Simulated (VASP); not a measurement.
# WS (F-43m) in VASP: further runs

Runs on WS. Level: PBE+U. Tasks: single point.

Program: VASP 6.6.1. These are calculated values, not measurements. Logs are shortened: lines on timing, memory, paths and dates and some standing lists are left out, and cuts for length are marked.

### Step 1. The cell of the first run

It takes space group F-43m (No. 216, cubic). Conventional cell: a = 5.792 Å, b = 5.792 Å, c = 5.792 Å, α = 90.00°, β = 90.00°, γ = 90.00°. W (site symmetry -43m) has 4 S at 2.51 Å within 3.3 Å. Within 3.3 Å of S (site symmetry -43m) lie 4 W at 2.51 Å.

### Step 2. Single point, PBE+U

The input, INCAR:

```
SYSTEM = WS
PREC = Accurate
ENCUT = 520
EDIFF = 1E-7
ISMEAR = 0
SIGMA = 0.1
LREAL = .FALSE.
LASPH = .TRUE.
NELM = 150
ALGO = Normal
ISIF = 2
LWAVE = .FALSE.
LCHARG = .FALSE.
LMAXMIX = 4
LDAU = .TRUE.
LDAUTYPE = 2
LDAUL = 2 -1
LDAUU = 6.2 0
LDAUJ = 0 0
LDAUPRINT = 1
GGA = PE
NBANDS = 17
```

The input, KPOINTS:

```
regular mesh
0
G
  12 12 12
  0 0 0
```

The input, POSCAR:

```
WS
1.0
    0.0000000000      2.8962492622      2.8962492622
    2.8962492622      0.0000000000      2.8962492622
    2.8962492622      2.8962492622      0.0000000000
W S
1 1
Direct
    0.0000000000      0.0000000000      0.0000000000
    0.2500000000      0.2500000000      0.2500000000
```

Potentials or basis: VASP PAW PBE potentials, release 64 (W_sv, S).

Run with:

```bash
> cat potpaw_PBE.64/W_sv/POTCAR potpaw_PBE.64/S/POTCAR > POTCAR
> mpirun -np 1 vasp_std > vasp.out
```

OUTCAR:

```text
SYSTEM = WS
   PREC = Accurate
   ENCUT = 520
   EDIFF = 1E-7
   ISMEAR = 0
   LREAL = .FALSE.
   LASPH = .TRUE.
   NELM = 150
   ISIF = 2
   GGA = PE

 ion  position               nearest neighbor table
   1  0.000  0.000  0.000-   2 2.51   2 2.51   2 2.51   2 2.51
   2  0.250  0.250  0.250-   1 2.51   1 2.51   1 2.51   1 2.51

  LATTYP: Found a face centered cubic cell.
 ALAT       =     5.7924985244

  Lattice vectors:

 A1 = (   0.0000000000,   2.8962492622,   2.8962492622)
 A2 = (   2.8962492622,   0.0000000000,   2.8962492622)
 A3 = (   2.8962492622,   2.8962492622,   0.0000000000)

Analysis of symmetry for initial positions (statically):
=====================================================================
 Subroutine PRICEL returns:
 Original cell was already a primitive cell.

 Routine SETGRP: Setting up the symmetry group for a
 face centered cubic supercell.

 Subroutine GETGRP returns: Found 24 space group operations
 (whereof 24 operations were pure point group operations)
 out of a pool of 48 trial point group operations.

The static configuration has the point symmetry T_d .

Analysis of symmetry for dynamics (positions and initial velocities):
=====================================================================
 Subroutine PRICEL returns:
 Original cell was already a primitive cell.

 Routine SETGRP: Setting up the symmetry group for a
 face centered cubic supercell.

 Subroutine GETGRP returns: Found 24 space group operations
 (whereof 24 operations were pure point group operations)
 out of a pool of 48 trial point group operations.

The dynamic configuration has the point symmetry T_d .

 Subroutine INISYM returns: Found 24 space group operations
 (whereof 24 operations are pure point group operations),
 and found     1 'primitive' translations

----------------------------------------------------------------------------------------

                                     Primitive cell

  volume of cell :      48.5890

  direct lattice vectors                    reciprocal lattice vectors
     0.000000000  2.896249262  2.896249262    -0.172637075  0.172637075  0.172637075
     2.896249262  0.000000000  2.896249262     0.172637075 -0.172637075  0.172637075
     2.896249262  2.896249262  0.000000000     0.172637075  0.172637075 -0.172637075

  length of vectors
     4.095914987  4.095914987  4.095914987     0.299016185  0.299016185  0.299016185

  position of ions in fractional coordinates (direct lattice)
     0.000000000  0.000000000  0.000000000
     0.250000000  0.250000000  0.250000000

  ion indices of the primitive-cell ions
   primitive index   ion index
                 1           1
                 2           2

----------------------------------------------------------------------------------------

 KPOINTS: regular mesh

Automatic generation of k-mesh.
 Grid dimensions read from file:
 generate k-points for:   12   12   12

 Generating k-lattice:

  Cartesian coordinates                     Fractional coordinates (reciprocal lattice)
    -0.014386423  0.014386423  0.014386423     0.083333333  0.000000000  0.000000000
     0.014386423 -0.014386423  0.014386423     0.000000000  0.083333333  0.000000000
     0.014386423  0.014386423 -0.014386423     0.000000000  0.000000000  0.083333333

  Length of vectors
     0.024918015  0.024918015  0.024918015

  Shift w.r.t. Gamma in fractional coordinates (k-lattice)
     0.000000000  0.000000000  0.000000000

 Subroutine IBZKPT returns following result:
 ===========================================

 Found     72 irreducible k-points:

 Following reciprocal coordinates:
            Coordinates               Weight
  0.000000  0.000000  0.000000      1.000000
  0.083333  0.000000  0.000000      8.000000
  0.166667  0.000000  0.000000      8.000000
  0.250000  0.000000  0.000000      8.000000
  0.333333  0.000000  0.000000      8.000000
  0.416667  0.000000  0.000000      8.000000
[... 16 lines left out ...]
  0.500000  0.166667  0.000000     24.000000
 -0.416667  0.166667  0.000000     24.000000
 [... further k-points ...]
   k-points           NKPTS =     72   k-points in BZ     NKDIM =     72   number of bands    NBANDS=     17
   number of dos      NEDOS =    301   number of ions     NIONS =      2
   total plane-waves  NPLWV =  27000
   dimension x,y,z NGX =    30 NGY =   30 NGZ =   30
   dimension x,y,z NGXF=    60 NGYF=   60 NGZF=   60
   ions per type =               1   1
   NGX,Y,Z   is equivalent  to a cutoff of  12.18, 12.18, 12.18 a.u.
   NGXF,Y,Z  is equivalent  to a cutoff of  24.35, 24.35, 24.35 a.u.
 SYSTEM =  WS
   PREC   = accura    normal or accurate (medium, high low for compatibility)
   ISTART =      0    job   : 0-new  1-cont  2-samecut
   ICHARG =      2    charge: 1-file 2-atom 10-const
   ISPIN  =      1    spin polarized calculation?
   LNONCOLLINEAR =      F non collinear calculations
   LSORBIT =      F    spin-orbit coupling
   LASPH  =      T    aspherical Exc in radial PAW
   ENCUT  =  520.0 eV  38.22 Ry    6.18 a.u.   7.62  7.62  7.62*2*pi/ulx,y,z
   NELM   =    150;   NELMIN=  2; NELMDL= -5     # of ELM steps
   EDIFF  = 0.1E-06   stopping-criterion for ELM
   LREAL  =      F    real-space projection
   EDIFFG = 0.1E-05   stopping-criterion for IOM
   NSW    =      0    number of steps for IOM
   IBRION =     -1    ionic relax: 0-MD 1-quasi-New 2-CG
   NFREE  =      0    steps in history (QN), initial steepest desc. (CG)
   ISIF   =      2    stress and relaxation
   ISYM   =      2    0-nonsym 1-usesym 2-fastsym
   POTIM  = 0.5000    time-step for ionic-motion
   TEBEG  =    0.0;   TEEND  =   0.0 temperature during run
   PSTRESS=    0.0 pullay stress
   NELECT =      20.0000    total number of electrons
   NUPDOWN=      -1.0000    fix difference up-down
   EMIN   =  10.00;   EMAX   =-10.00  energy-range for DOS
   EFERMI =   0.00;   METHOD = LEGACY
   ISMEAR =     0;   SIGMA  =   0.10  broadening in eV -4-tet -1-fermi 0-gaus
   EFERMI_NEDOS =   21; number of points for ismear=-14 and -15
   IALGO  =     38    algorithm
   IMIX   =      4    mixing-type and parameters
     AMIX     =   0.40;   BMIX     =  1.00
     AMIX_MAG =   1.60;   BMIX_MAG =  1.00
  volume/ion in A,a.u.               =      24.29       163.95
  Fermi-wavevector in a.u.,A,eV,Ry     =   1.217790  2.301288 20.177594  1.483011
  Thomas-Fermi vector in A             =   2.353098
   LORBIT       =      0    0 simple, 1 ext, 2 COOP (PROOUT), +10 PAW based schemes
 LDA+U is selected, type is set to LDAUTYPE =  2
   angular momentum for each species LDAUL =     2   -1
   U (eV)           for each species LDAUU =   6.2  0.0
   J (eV)           for each species LDAUJ =   0.0  0.0
   GGA     = PE    functional components
   LHFCALC =     F    Hartree Fock is set to
   AEXX    =    0.0000 exact exchange contribution
   IVDW    =     0    specifies the selected vdW correction
   LEPSILON=     F    determine dielectric tensor
   LRPA    =     F    only Hartree local field effects (RPA)
 non-spin polarized calculation
 Gauss-broadening in eV      SIGMA  =   0.10
  energy-cutoff  :      520.00
  volume of cell :       48.59
 maximum number of plane-waves:      1323
   NGX = 15   NGY = 15   NGZ = 15

atom =   1  type =  1  l = 2

 onsite density matrix

spin component  1

  0.1386 -0.0000  0.0000  0.0000 -0.0000
 -0.0000  0.1386 -0.0000  0.0000  0.0000
  0.0000 -0.0000  0.6413 -0.0000 -0.0000
  0.0000  0.0000 -0.0000  0.1386  0.0000
 -0.0000  0.0000 -0.0000  0.0000  0.6413

spin component  2

  0.1386 -0.0000  0.0000  0.0000 -0.0000
 -0.0000  0.1386 -0.0000  0.0000  0.0000
  0.0000 -0.0000  0.6413 -0.0000 -0.0000
  0.0000  0.0000 -0.0000  0.1386  0.0000
 -0.0000  0.0000 -0.0000  0.0000  0.6413

 occupancies and eigenvectors

  o =  0.1386  v =  1.0000  0.0000  0.0000  0.0000  0.0000  0.0000  0.0000  0.0000  0.0000  0.0000      0.0000  0.0000  0.0000  0.0000  0.0000  0.0000  0.0000  0.0000  0.0000  0.0000
  o =  0.1386  v =  0.0000  0.0000  0.0000  0.0000  0.0000  1.0000  0.0000  0.0000  0.0000  0.0000      0.0000  0.0000  0.0000  0.0000  0.0000  0.0000  0.0000  0.0000  0.0000  0.0000
  o =  0.1386  v =  0.0000 -0.0259 -0.0000 -0.9997  0.0000  0.0000  0.0000  0.0000  0.0000  0.0000      0.0000  0.0000  0.0000  0.0000  0.0000  0.0000  0.0000  0.0000  0.0000  0.0000
  o =  0.1386  v =  0.0000  0.0000  0.0000  0.0000  0.0000  0.0000 -0.0259 -0.0000 -0.9997  0.0000      0.0000  0.0000  0.0000  0.0000  0.0000  0.0000  0.0000  0.0000  0.0000  0.0000
  o =  0.1386  v =  0.0000  0.9997  0.0000 -0.0259 -0.0000  0.0000  0.0000  0.0000  0.0000  0.0000      0.0000  0.0000  0.0000  0.0000  0.0000  0.0000  0.0000  0.0000  0.0000  0.0000
  o =  0.1386  v =  0.0000  0.0000  0.0000  0.0000  0.0000  0.0000  0.9997  0.0000 -0.0259 -0.0000      0.0000  0.0000  0.0000  0.0000  0.0000  0.0000  0.0000  0.0000  0.0000  0.0000
  o =  0.6413  v =  0.0000  0.0000  0.0000  0.0000  0.0000  0.0000  0.0000  0.9991 -0.0000 -0.0435      0.0000  0.0000  0.0000  0.0000  0.0000  0.0000  0.0000  0.0000  0.0000  0.0000
  o =  0.6413  v =  0.0000  0.0000  0.9991 -0.0000 -0.0435  0.0000  0.0000  0.0000  0.0000  0.0000      0.0000  0.0000  0.0000  0.0000  0.0000  0.0000  0.0000  0.0000  0.0000  0.0000
  o =  0.6413  v =  0.0000  0.0000  0.0435  0.0000  0.9991  0.0000  0.0000  0.0000  0.0000  0.0000      0.0000  0.0000  0.0000  0.0000  0.0000  0.0000  0.0000  0.0000  0.0000  0.0000
  o =  0.6413  v =  0.0000  0.0000  0.0000  0.0000  0.0000  0.0000  0.0000  0.0435  0.0000  0.9991      0.0000  0.0000  0.0000  0.0000  0.0000  0.0000  0.0000  0.0000  0.0000  0.0000

 number of electron      20.0000000 magnetization

 Free energy of the ion-electron system (eV)
  ---------------------------------------------------
  ext. energy  EPLUGINS =         0.00000000
  ---------------------------------------------------
  free energy    TOTEN  =        -8.74851432 eV

  energy without entropy =       -8.72748406  energy(sigma->0) =       -8.73799919

 E-fermi :   5.1160     XC(G=0):  -9.7773

 val. band max:        5.1035172819   @ k =  -0.3333   0.4167   0.1667
 cond. band min:       5.1169757553   @ k =  -0.4167   0.4167   0.0833
 fundamental gap:      0.0134584734
 Fermi energy:         5.1159628174

 k-point     1 :       0.0000    0.0000    0.0000
  band No.  band energies     occupation
      1     -68.9214      2.00000
      2     -33.1168      2.00000
      3     -33.1167      2.00000
      4     -33.1167      2.00000
      5      -8.9530      2.00000
      6       0.9921      2.00000
[... 9 lines left out ...]
     16      12.1917      0.00000
     17      12.1917      0.00000

 k-point     2 :       0.0833    0.0000    0.0000
  band No.  band energies     occupation
      1     -68.9214      2.00000
      2     -33.1185      2.00000
      3     -33.1170      2.00000
      4     -33.1170      2.00000
      5      -8.9121      2.00000
      6       0.8346      2.00000
[... 9 lines left out ...]
     16      12.2254      0.00000
     17      12.2254      0.00000

 k-point     3 :       0.1667    0.0000    0.0000
  band No.  band energies     occupation
      1     -68.9214      2.00000
      2     -33.1232      2.00000
      3     -33.1178      2.00000
      4     -33.1177      2.00000
      5      -8.7984      2.00000
      6       0.4780      2.00000
[... 9 lines left out ...]
     16      12.4011      0.00000
     17      12.4011      0.00000

 k-point     4 :       0.2500    0.0000    0.0000
  band No.  band energies     occupation
      1     -68.9213      2.00000
      2     -33.1297      2.00000
      3     -33.1188      2.00000
      4     -33.1187      2.00000
      5      -8.6382      2.00000
      6       0.0998      2.00000
[... 9 lines left out ...]
     16      12.7752      0.00000
     17      12.7752      0.00000
[... 343 lines left out ...]
      1     -68.9210      2.00000
      2     -33.1376      2.00000
      3     -33.1230      2.00000
      4     -33.1220      2.00000
      5      -8.3358      2.00000
      6      -0.3088      2.00000
[... 9 lines left out ...]
     16      12.8641      0.00000
     17      13.6172      0.00000

 k-point    23 :       0.5000    0.1667    0.0000
  band No.  band energies     occupation
      1     -68.9210      2.00000
      2     -33.1404      2.00000
      3     -33.1244      2.00000
      4     -33.1222      2.00000
      5      -8.2464      2.00000
      6      -0.3343      2.00000
[... 9 lines left out ...]
     16      13.1340      0.00000
     17      13.7220      0.00000

 k-point    24 :      -0.4167    0.1667    0.0000
  band No.  band energies     occupation
      1     -68.9210      2.00000
      2     -33.1406      2.00000
      3     -33.1252      2.00000
      4     -33.1217      2.00000
      5      -8.2347      2.00000
      6      -0.2949      2.00000
[... 9 lines left out ...]
     16      13.3959      0.00000
     17      13.6658      0.00000

 [... further k-points ...]

------------------------ aborting loop because EDIFF is reached ----------------------------------------

  FORCE on cell =-STRESS in cart. coord.  units (eV):
  Direction    XX          YY          ZZ          XY          YZ          ZX
  --------------------------------------------------------------------------------------
  -------------------------------------------------------------------------------------
  Total       -2.3473460     -2.3473460     -2.3473460      0.0000000      0.0000000     -0.0000000
  in kB      -77.4015914    -77.4015914    -77.4015914      0.0000000      0.0000000     -0.0000000
  external PRESSURE =     -77.4015914 kB  Pullay stress =       0.0000000 kB

 VOLUME and BASIS-vectors are now :
 -----------------------------------------------------------------------------
  energy-cutoff  :      520.00
  volume of cell :       48.59
      direct lattice vectors                 reciprocal lattice vectors
     0.000000000  2.896249262  2.896249262    -0.172637075  0.172637075  0.172637075
     2.896249262  0.000000000  2.896249262     0.172637075 -0.172637075  0.172637075
     2.896249262  2.896249262  0.000000000     0.172637075  0.172637075 -0.172637075

 POSITION                                       TOTAL-FORCE (eV/Angst)
 -----------------------------------------------------------------------------------
      0.00000      0.00000      0.00000         0.000000      0.000000      0.000000
      1.44812      1.44812      1.44812        -0.000000     -0.000000     -0.000000
 -----------------------------------------------------------------------------------
    total drift:                               -0.000000     -0.000000     -0.000000

  FREE ENERGIE OF THE ION-ELECTRON SYSTEM (eV)
  ---------------------------------------------------
  free  energy   TOTEN  =        -8.7485143228 eV

  energy  without entropy=       -8.7274840593  energy(sigma->0) =       -8.73799919
```

Wall time 2.6 min (1 thread of Intel Xeon 8259CL, shared host); peak memory 0.21 GiB.

Results:

- Free energy: -8.7485 eV
- Pressure: -7.7 GPa
- Band gap on the k mesh: zero (bands 10 and 11 overlap by 0.02 eV)

Eigenvalues of the final occupation matrices:
```tsv
site	spin	trace	eigenvalues
site 1 d	1	1.70	0.14 0.14 0.14 0.64 0.64
site 1 d	2	1.70	0.14 0.14 0.14 0.64 0.64
```

Caveat: the cell stands under tension; spin-orbit coupling is left out, which moves the levels of the heavy elements; U without spin polarisation on a metal has little footing.

[end of part 1 of 2]
